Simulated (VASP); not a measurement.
Input of a VASP 6.6.1 run:

File INCAR:

```
PREC     = Accurate       # precision mode
ENCUT    = 600            # plane-wave cutoff, eV
EDIFF    = 1E-6           # SCF threshold, eV
ISMEAR   = -1             # smearing method
SIGMA    = 0.05           # smearing width, eV
LREAL    = False          # projectors in reciprocal space
LASPH    = True           # aspherical terms in the spheres
NELM     = 80             # most SCF steps
ALGO     = Normal         # electronic algorithm
ISIF     = 3              # what is computed and relaxed
LWAVE    = False          # write WAVECAR
LCHARG   = False          # write CHGCAR
GGA      = PE             # functional
IBRION   = 2              # ionic algorithm
NSW      = 80             # ionic steps
EDIFFG   = -0.02          # ionic threshold
PSTRESS  = 300.0
```

The input KPOINTS:

```
Automatic mesh
0
Gamma
  9 9 9
```

The input POSCAR:

```
SrO
1.0
    0.0000000000      2.5663000000      2.5663000000
    2.5663000000      0.0000000000      2.5663000000
    2.5663000000      2.5663000000      0.0000000000
Sr O
1 1
Direct
    0.5000000000      0.5000000000      0.5000000000
    0.0000000000      0.0000000000      0.0000000000
```

Potentials or basis: VASP PAW PBE potentials, release 64 (Sr_sv, O).

Run with:

```bash
$ cat potpaw_PBE.64/Sr_sv/POTCAR potpaw_PBE.64/O/POTCAR > POTCAR
$ mpirun -np 1 vasp_std > vasp.out
```

Question: What does it give for the relaxed volume?

Answer: 14.17 Å³/atom.

Question: Predict the relaxed cell.

Answer: a = 3.422 Å, b = 3.422 Å, c = 3.422 Å, α = 60.00°, β = 60.00°, γ = 60.00°.

Question: Predict the band gap on the k mesh.

Answer: 3.07 eV, direct.

Final structure:
```xyz
2
Lattice="0.0000 2.4199 2.4199 2.4199 0.0000 2.4199 2.4199 2.4199 0.0000" Properties=species:S:1:pos:R:3 pbc="T T T"
Sr    2.4199    2.4199    2.4199
O     0.0000    0.0000    0.0000
```

Caveat: the cell is relaxed towards a set pressure, so the enthalpy falls and the energy may rise; the volume moved by over 15 % at a fixed basis, so the end points are rough. A hybrid or GW would open this gap; PBE tends to underestimate it.
